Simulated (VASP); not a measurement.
# Ir (Fm-3m) in VASP: further runs

Runs on Ir. Level: LDA. Tasks: single point, relaxation of cell and atoms.

All numbers are computed with VASP 6.6.1; they aren't measurements. Logs are shortened: lines on timing, memory, paths and dates and some standing lists are left out, and cuts for length are marked.

## (1) The cell of the first run

The structure is cubic, space group Fm-3m (No. 225). The conventional cell has a = 3.811 Å, b = 3.811 Å, c = 3.811 Å, α = 90.00°, β = 90.00°, γ = 90.00°. Ir (site symmetry m-3m) has 12 Ir at 2.69 Å within 3.6 Å.

## (2) Single point, LDA

Input file INCAR:

```
ALGO     = Fast           # electronic algorithm
EDIFF    = 1E-6           # SCF threshold, eV
ENCUT    = 520            # plane-wave cutoff, eV
ISIF     = 2              # what is computed and relaxed
ISMEAR   = 0              # smearing method
LASPH    = T              # aspherical terms in the spheres
LCHARG   = F              # write CHGCAR
LREAL    = F              # projectors in reciprocal space
LWAVE    = F              # write WAVECAR
NBANDS   = 10             # bands
NELM     = 80             # most SCF steps
PREC     = Accurate       # precision mode
SIGMA    = 0.15           # smearing width, eV
```

Input file KPOINTS:

```
k-points
0
Gamma
  22 22 22
```

Input file POSCAR:

```
Ir
1.0
    0.0000000000      1.9054060557      1.9054060557
    1.9054060557      0.0000000000      1.9054060557
    1.9054060557      1.9054060557      0.0000000000
Ir
1
Direct
    0.0000000000      0.0000000000      0.0000000000
```

Potentials or basis: VASP PAW LDA potentials, release 64 (Ir).

The run is started by

```sh
> cat potpaw_LDA.64/Ir/POTCAR > POTCAR
> mpirun -np 1 vasp_std > vasp.out
```

OUTCAR:

```text
EDIFF = 1E-6
   ENCUT = 520
   ISIF = 2
   ISMEAR = 0
   LASPH = T
   LREAL = F
   NELM = 80
   PREC = Accurate

 ion  position               nearest neighbor table
   1  0.000  0.000  0.000-

  LATTYP: Found a face centered cubic cell.
 ALAT       =     3.8108121114

  Lattice vectors:

 A1 = (   0.0000000000,   1.9054060557,   1.9054060557)
 A2 = (   1.9054060557,   0.0000000000,   1.9054060557)
 A3 = (   1.9054060557,   1.9054060557,   0.0000000000)

Analysis of symmetry for initial positions (statically):
=====================================================================
 Subroutine PRICEL returns:
 Original cell was already a primitive cell.

 Routine SETGRP: Setting up the symmetry group for a
 face centered cubic supercell.

 Subroutine GETGRP returns: Found 48 space group operations
 (whereof 48 operations were pure point group operations)
 out of a pool of 48 trial point group operations.

The static configuration has the point symmetry O_h .

Analysis of symmetry for dynamics (positions and initial velocities):
=====================================================================
 Subroutine PRICEL returns:
 Original cell was already a primitive cell.

 Routine SETGRP: Setting up the symmetry group for a
 face centered cubic supercell.

 Subroutine GETGRP returns: Found 48 space group operations
 (whereof 48 operations were pure point group operations)
 out of a pool of 48 trial point group operations.

The dynamic configuration has the point symmetry O_h .

 Subroutine INISYM returns: Found 48 space group operations
 (whereof 48 operations are pure point group operations),
 and found     1 'primitive' translations

----------------------------------------------------------------------------------------

                                     Primitive cell

  volume of cell :      13.8354

  direct lattice vectors                    reciprocal lattice vectors
     0.000000000  1.905406056  1.905406056    -0.262411258  0.262411258  0.262411258
     1.905406056  0.000000000  1.905406056     0.262411258 -0.262411258  0.262411258
     1.905406056  1.905406056  0.000000000     0.262411258  0.262411258 -0.262411258

  length of vectors
     2.694651086  2.694651086  2.694651086     0.454509631  0.454509631  0.454509631

  position of ions in fractional coordinates (direct lattice)
     0.000000000  0.000000000  0.000000000

[... 73 lines left out ...]
   ENCUT  =  520.0 eV  38.22 Ry    6.18 a.u.   5.01  5.01  5.01*2*pi/ulx,y,z
   NELM   =     80;   NELMIN=  2; NELMDL= -5     # of ELM steps
   EDIFF  = 0.1E-05   stopping-criterion for ELM
   LREAL  =      F    real-space projection
   EDIFFG = 0.1E-04   stopping-criterion for IOM
   NSW    =      0    number of steps for IOM
   IBRION =     -1    ionic relax: 0-MD 1-quasi-New 2-CG
   NFREE  =      0    steps in history (QN), initial steepest desc. (CG)
   ISIF   =      2    stress and relaxation
   ISYM   =      2    0-nonsym 1-usesym 2-fastsym
   POTIM  = 0.5000    time-step for ionic-motion
   TEBEG  =    0.0;   TEEND  =   0.0 temperature during run
   PSTRESS=    0.0 pullay stress
   NELECT =       9.0000    total number of electrons
   NUPDOWN=      -1.0000    fix difference up-down
   EMIN   =  10.00;   EMAX   =-10.00  energy-range for DOS
   EFERMI =   0.00;   METHOD = LEGACY
   ISMEAR =     0;   SIGMA  =   0.15  broadening in eV -4-tet -1-fermi 0-gaus
   EFERMI_NEDOS =   21; number of points for ismear=-14 and -15
   IALGO  =     68    algorithm
   IMIX   =      4    mixing-type and parameters
     AMIX     =   0.40;   BMIX     =  1.00
     AMIX_MAG =   1.60;   BMIX_MAG =  1.00
  volume/ion in A,a.u.               =      13.84        93.37
  Fermi-wavevector in a.u.,A,eV,Ry     =   1.418485  2.680548 27.376284  2.012100
  Thomas-Fermi vector in A             =   2.539606
   LORBIT       =      0    0 simple, 1 ext, 2 COOP (PROOUT), +10 PAW based schemes
   GGA     = CA    functional components
   LHFCALC =     F    Hartree Fock is set to
   AEXX    =    0.0000 exact exchange contribution
   IVDW    =     0    specifies the selected vdW correction
   LEPSILON=     F    determine dielectric tensor
   LRPA    =     F    only Hartree local field effects (RPA)
 non-spin polarized calculation
 RMM-DIIS sequential band-by-band and
 Gauss-broadening in eV      SIGMA  =   0.15
  energy-cutoff  :      520.00
  volume of cell :       13.84
 maximum number of plane-waves:       388
   NGX =  9   NGY =  9   NGZ =  9

 number of electron       9.0000001 magnetization

 Free energy of the ion-electron system (eV)
  ---------------------------------------------------
  ext. energy  EPLUGINS =         0.00000000
  ---------------------------------------------------
  free energy    TOTEN  =       -10.32659492 eV

  energy without entropy =      -10.31469956  energy(sigma->0) =      -10.32064724

 E-fermi :  10.6788     XC(G=0): -14.2686

 val. band max:       10.6773363374   @ k =   0.4091   0.4091   0.0000
 cond. band min:      10.6824409495   @ k =   0.3636   0.1818   0.0000
 fundamental gap:      0.0051046121
 Fermi energy:        10.6788095149

 k-point     1 :       0.0000    0.0000    0.0000
  band No.  band energies     occupation
      1      -0.6392      2.00000
      2       6.6552      2.00000
      3       6.6552      2.00000
      4       6.6552      2.00000
      5       9.4789      2.00000
      6       9.4789      2.00000
      7      25.0043      0.00000
      8      30.6766      0.00000
      9      30.6766      0.00000
     10      30.6766      0.00000
[... 287 lines left out ...]
 k-point    24 :      -0.4545    0.0455    0.0000
  band No.  band energies     occupation
      1       2.4356      2.00000
      2       6.5026      2.00000
      3       6.6330      2.00000
      4       9.3969      2.00000
      5      11.5061      0.00000
      6      12.0996      0.00000
      7      18.3758      0.00000
      8      24.7687      0.00000
      9      30.4089      0.00000
     10      30.8603      0.00000

 [... further k-points ...]
[... 5 lines left out ...]
  --------------------------------------------------------------------------------------
  -------------------------------------------------------------------------------------
  Total        0.2358421      0.2358421      0.2358421      0.0000000      0.0000000     -0.0000000
  in kB       27.3111081     27.3111081     27.3111081      0.0000000      0.0000000     -0.0000000
  external PRESSURE =      27.3111081 kB  Pullay stress =       0.0000000 kB

 VOLUME and BASIS-vectors are now :
 -----------------------------------------------------------------------------
  energy-cutoff  :      520.00
  volume of cell :       13.84
      direct lattice vectors                 reciprocal lattice vectors
     0.000000000  1.905406056  1.905406056    -0.262411258  0.262411258  0.262411258
     1.905406056  0.000000000  1.905406056     0.262411258 -0.262411258  0.262411258
     1.905406056  1.905406056  0.000000000     0.262411258  0.262411258 -0.262411258

 POSITION                                       TOTAL-FORCE (eV/Angst)
 -----------------------------------------------------------------------------------
      0.00000      0.00000      0.00000         0.000000      0.000000     -0.000000
 -----------------------------------------------------------------------------------
    total drift:                                0.000000      0.000000      0.000000

  FREE ENERGIE OF THE ION-ELECTRON SYSTEM (eV)
  ---------------------------------------------------
  free  energy   TOTEN  =       -10.3265949234 eV

  energy  without entropy=      -10.3146995559  energy(sigma->0) =      -10.32064724
```

stdout:

```text
POSCAR found type information on POSCAR Ir
 POSCAR found :  1 types and       1 ions
 scaLAPACK will be used
 LDA part: xc-table for (Slater(with rela. corr.)+CA(PZ))
 , standard interpolation
 POSCAR, INCAR and KPOINTS ok, starting setup
 FFT: planning ... GRIDC
 FFT: planning ... GRID_SOFT
 FFT: planning ... GRID
 WAVECAR not read
 entering main loop
```

It took 90 s on 1 thread of Intel Xeon 8259CL, shared host; peak memory 0.16 GiB.

Results:

```
Free energy : -10.3266 eV
Pressure    : 2.7 GPa
```

Levels at points of the mesh, in eV from the Fermi level:
```
           k point  band 1  band 2  band 3  band 4  band 5  band 6  band 7  band 8  band 9
(0.00, 0.00, 0.00)  -11.32   -4.02   -4.02   -4.02   -1.20   -1.20   14.33   20.00   20.00
(0.50, 0.00, 0.00)   -8.33   -4.12   -4.12   -0.74    0.97    0.97    7.53   13.87   19.96
(0.50, 0.50, 0.00)   -8.15   -7.59    0.95    1.56    1.56    1.77   10.86   11.83   11.83
```

Caveat: spin-orbit coupling is left out, which moves the levels of the heavy elements.

## (3) Relaxation of cell and atoms, LDA

This run uses another cell than the first one, of 14.15 Å³/atom, 1.023 times its volume.

Input file INCAR:

```
PREC     = Accurate       # precision mode
ENCUT    = 600            # plane-wave cutoff, eV
EDIFF    = 1E-6           # SCF threshold, eV
ISMEAR   = 0              # smearing method
SIGMA    = 0.1            # smearing width, eV
LREAL    = F              # projectors in reciprocal space
LASPH    = T              # aspherical terms in the spheres
NELM     = 80             # most SCF steps
ALGO     = Fast           # electronic algorithm
ISIF     = 3              # what is computed and relaxed
LWAVE    = F              # write WAVECAR
LCHARG   = F              # write CHGCAR
GGA      = CA             # functional
IBRION   = 2              # ionic algorithm
NSW      = 100            # ionic steps
EDIFFG   = -0.005         # ionic threshold
```

Input file KPOINTS:

```
regular mesh
0
Gamma
  18 18 18
```

Input file POSCAR:

```
Ir
1.0
    0.0000000000      1.9197000000      1.9197000000
    1.9197000000      0.0000000000      1.9197000000
    1.9197000000      1.9197000000      0.0000000000
Ir
1
Direct
    0.0000000000      0.0000000000      0.0000000000
```

Potentials or basis: VASP PAW LDA potentials, release 64 (Ir).

The run is started by

```sh
> cat potpaw_LDA.64/Ir/POTCAR > POTCAR
> mpirun -np 1 vasp_std > vasp.out
```

Wall time 1.9 min (1 thread of Intel Xeon 8259CL, shared host); peak memory 0.18 GiB.

Results (log left out):

* Free energy: -10.3294 eV
* Relaxed volume: 13.93 Å³/atom
* Relaxed cell: a = 2.701 Å, b = 2.701 Å, c = 2.701 Å, α = 60.00°, β = 60.00°, γ = 60.00°
* Space group after relaxing (to 0.05 Å): Fm-3m (No. 225)
* Energy gained by relaxing: 4.3 meV/atom
* Ionic steps: 4
* Pressure after relaxing: 0.0 GPa

Step by step:
| step | energy change (eV) | largest force (eV/Å) | pressure (GPa) | volume (Å³) |
| --- | --- | --- | --- | --- |
| 1 | 0.0000 | 0.0000 | -5.98 | 14.15 |
| 2 | 0.0667 | 0.0000 | 29.14 | 13.10 |
| 3 | -0.0043 | 0.0000 | -0.24 | 13.94 |
| 4 | -0.0043 | 0.0000 | -0.03 | 13.93 |

Final structure:
```xyz
1
Lattice="0.0000 1.9096 1.9096 1.9096 0.0000 1.9096 1.9096 1.9096 0.0000" Properties=species:S:1:pos:R:3 pbc="T T T"
Ir    0.0000    0.0000    0.0000
```

Levels at points of the mesh, in eV from the Fermi level:
| k point | band 1 | band 2 | band 3 | band 4 | band 5 | band 6 | band 7 | band 8 |
| --- | --- | --- | --- | --- | --- | --- | --- | --- |
| (0.00, 0.00, 0.00) | -11.31 | -4.04 | -4.04 | -4.04 | -1.25 | -1.25 | 14.28 | 19.91 |
| (0.50, 0.00, 0.00) | -8.32 | -4.14 | -4.14 | -0.79 | 0.89 | 0.89 | 7.39 | 13.82 |
| (0.50, 0.50, 0.00) | -8.13 | -7.57 | 0.88 | 1.48 | 1.48 | 1.71 | 10.70 | 11.74 |

Caveat: spin-orbit coupling is left out, which moves the levels of the heavy elements.

## (4) Single point, LDA

Input file INCAR:

```
PREC     = Accurate       # precision mode
ENCUT    = 520            # plane-wave cutoff, eV
EDIFF    = 1E-6           # SCF threshold, eV
ISMEAR   = 0              # smearing method
SIGMA    = 0.1            # smearing width, eV
LREAL    = False          # projectors in reciprocal space
LASPH    = True           # aspherical terms in the spheres
NELM     = 60             # most SCF steps
ALGO     = Fast           # electronic algorithm
ISIF     = 2              # what is computed and relaxed
LWAVE    = False          # write WAVECAR
LCHARG   = False          # write CHGCAR
NBANDS   = 10             # bands
```

KPOINTS is that of step 3.

Input file POSCAR:

```
Ir
1.0
    0.0000000000      1.9054060557      1.9054060557
    1.9054060557      0.0000000000      1.9054060557
    1.9054060557      1.9054060557      0.0000000000
Ir
1
Direct
    0.0000000000      0.0000000000      0.0000000000
```

The run is started by

```sh
> cat potpaw_LDA.64/Ir/POTCAR > POTCAR
> mpirun -np 1 vasp_std > vasp.out
```

It took 19 s on 1 thread of Intel Xeon 6975P-C, shared host; peak memory 0.15 GiB.

Results (log left out):

| Property | Result |
| --- | --- |
| Free energy | -10.3285 eV |
| Pressure | 2.6 GPa |

Levels at points of the mesh, in eV from the Fermi level:
```csv
k point,band 2,band 3,band 4,band 5,band 6,band 7
"(0.00, 0.00, 0.00)",-4.09,-4.09,-4.09,-1.26,-1.26,14.26
"(0.50, 0.00, 0.00)",-4.18,-4.18,-0.81,0.90,0.90,7.46
"(0.50, 0.50, 0.00)",-7.65,0.89,1.50,1.50,1.71,10.80
```

Caveat: spin-orbit coupling is left out, which moves the levels of the heavy elements.

## (5) Single point, LDA

Input file INCAR:

```
SYSTEM = Ir
PREC = Accurate
ENCUT = 500
EDIFF = 1E-6
ISMEAR = 0
SIGMA = 0.1
LREAL = .False.
LASPH = .True.
NELM = 120
ALGO = Normal
ISIF = 2
LWAVE = .False.
LCHARG = .True.
GGA = CA
LELF = .True.
LVHAR = .True.
NBANDS = 14
GGA_COMPAT = .False.
```

Input file KPOINTS:

```
Automatic mesh
0
Gamma
  18 18 18
  0 0 0
```

POSCAR is that of step 4.

Potentials or basis: VASP PAW LDA potentials, release 64 (Ir_sv_GW).

The run is started by

```sh
> cat potpaw_LDA.64/Ir_sv_GW/POTCAR > POTCAR
> mpirun -np 1 vasp_std > vasp.out
```

Run time: 30 s. Hardware: 1 thread of AMD EPYC 7R13 (Zen 3), shared host; peak memory 0.12 GiB.

It converged, with:

* Free energy: -10.9045 eV
* Pressure: -1.7 GPa

Levels at points of the mesh, in eV from the Fermi level:
```csv
k point,band 4,band 5,band 6,band 7,band 8,band 9,band 10,band 11,band 12,band 13
"(0.00, 0.00, 0.00)",-49.28,-11.36,-4.08,-4.08,-4.08,-1.26,-1.26,13.54,19.14,19.14
"(0.50, 0.00, 0.00)",-49.40,-8.37,-4.18,-4.18,-0.79,0.91,0.91,7.49,13.21,19.22
"(0.50, 0.50, 0.00)",-49.60,-8.21,-7.64,0.90,1.51,1.51,1.71,10.83,11.55,11.55
```

Caveat: spin-orbit coupling is left out, which moves the levels of the heavy elements.

## (6) The runs side by side

```csv
task,potentials or basis,cell,k mesh,cutoff (eV),smearing,second run,gap on the mesh (eV),pressure (GPa)
single point,"VASP PAW LDA potentials, release 64 (Ir)","a = 2.695 Å, angles 60.0°, 1 atom",22 × 22 × 22,520,gaussian 0.15 eV,-,none,2.7
relaxation of cell and atoms,"VASP PAW LDA potentials, release 64 (Ir)","relaxed from a = 2.715 Å, angles 60.0°, 1 atom",18 × 18 × 18,600,gaussian 0.1 eV,-,none,0.0
single point,"VASP PAW LDA potentials, release 64 (Ir)","a = 2.695 Å, angles 60.0°, 1 atom",18 × 18 × 18,520,gaussian 0.1 eV,-,none,2.6
single point,"VASP PAW LDA potentials, release 64 (Ir_sv_GW)","a = 2.695 Å, angles 60.0°, 1 atom",18 × 18 × 18,500,gaussian 0.1 eV,valence_matched,none,-1.7
```

Alike in all rows: level LDA; no spin polarisation.

Caveats: spin-orbit coupling is left out, which moves the levels of the heavy elements.

Absolute energies hang on the potentials; compare differences alone.
